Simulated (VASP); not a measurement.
Write the native input for VASP 6.6.1 that does the following.

* Task: single point
* Functional: PBE
* Potentials or basis: VASP PAW PBE potentials, release 64 (Gd, O)
* Cutoff: 520 eV
* k mesh: 10 × 10 × 10
* Occupations: gaussian, width 0.05 eV
* Spin: collinear spin, ferromagnetic start
* Starting moments: [7.92, -0.03] μB
* Hubbard terms: Gd f U = 6.0 eV
* Dipole correction: no
* Further INCAR settings: ALGO = Normal; EDIFF = 1e-06; NBANDS = 23

The structure of GdO lies in POSCAR:

```
GdO
1.0
    3.0526038079      0.0000000000      0.0000000000
    0.0000000000      3.0526038079      0.0000000000
    0.0000000000      0.0000000000      3.0526038079
Gd O
1 1
Direct
    0.0000000000      0.0000000000      0.0000000000
    0.5000000000      0.5000000000      0.5000000000
```

These files were run (other wordings do the same):

INCAR

```
SYSTEM = GdO
PREC = Accurate ; ENCUT = 520
EDIFF = 1E-6 ; ISMEAR = 0
SIGMA = 0.05 ; LREAL = .False.
LASPH = .True. ; NELM = 150
ALGO = Normal ; ISIF = 2
LWAVE = .False. ; LCHARG = .False.
ISPIN = 2 ; MAGMOM = 7.92 -0.03
LORBIT = 11 ; LMAXMIX = 6
LDAU = .True. ; LDAUTYPE = 2
LDAUL = 3 -1 ; LDAUU = 6 0
LDAUJ = 0 0 ; LDAUPRINT = 1
GGA = PE ; NBANDS = 23
```

KPOINTS

```
Automatic mesh
0
Gamma
  10 10 10
  0 0 0
```

Potentials or basis: VASP PAW PBE potentials, release 64 (Gd, O).

Run with:

```bash
$ cat potpaw_PBE.64/Gd/POTCAR potpaw_PBE.64/O/POTCAR > POTCAR
$ mpirun -np 1 vasp_std > vasp.out
```

It gave:

The pressure is -2.6 GPa. The net moment is 7.54 μB per cell, the site moments are Gd +7.13; O -0.05 μB and the valence electrons inside the program's atomic spheres are Gd 15.34; O 4.94.

Caveat: a cell with one magnetic atom can't hold antiferromagnetic order, which such compounds often take.

Wall time 54 s on 1 thread of Intel(R) Xeon(R) Platinum 8375C CPU @ 2.90GHz (Ice Lake), on a shared host, peak memory 0.2 GiB.
